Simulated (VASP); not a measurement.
**BiIr (zincblende type): single point with PBEsol**

BiIr (zincblende type):

```
Ir Bi
1.0
     0.00000    3.02394    3.02394
     3.02394    0.00000    3.02394
     3.02394    3.02394    0.00000
Ir Bi
1 1
Cartesian
  0.0000 0.0000 0.0000
  1.5120 1.5120 1.5120
```

| Item | Value |
| --- | --- |
| Program | VASP 6.6.1 |
| Task | single point |
| Functional | PBEsol |
| Potentials or basis | VASP PAW PBE potentials, release 64 (Ir, Bi_d) |
| Cutoff | 520 eV |
| k mesh | 12 × 12 × 12 |
| Occupations | fermi-dirac, width 0.1 eV |
| Spin | no spin polarisation |
| Dipole correction | no |
| Further INCAR settings | ALGO = Normal; EDIFF = 1e-06; NBANDS = 19 |

```
Pressure               : 0.1 GPa
Band gap on the k mesh : zero (band 12 reaches 7.93 eV, above the bottom of band 13 at 4.82 eV)
```

Levels at points of the mesh, in eV from the Fermi level:
| k point | band 10 | band 11 | band 12 | band 13 | band 14 | band 15 |
| --- | --- | --- | --- | --- | --- | --- |
| (0.00, 0.00, 0.00) | -1.59 | -1.59 | 2.45 | 5.11 | 5.11 | 5.11 |
| (0.50, 0.00, 0.00) | -1.52 | -1.52 | -1.37 | 2.63 | 2.63 | 3.85 |
| (0.50, 0.50, 0.00) | -1.76 | -1.50 | -1.30 | 0.01 | 0.01 | 5.02 |

Wall time 27 s on 1 thread of Intel(R) Xeon(R) Platinum 8488C (Sapphire Rapids) (shared host), peak memory 0.22 GiB.

Caveat: the PAW data sets were made with another functional, which shifts forces and pressure a little; spin-orbit coupling is left out, which moves the levels of the heavy elements.
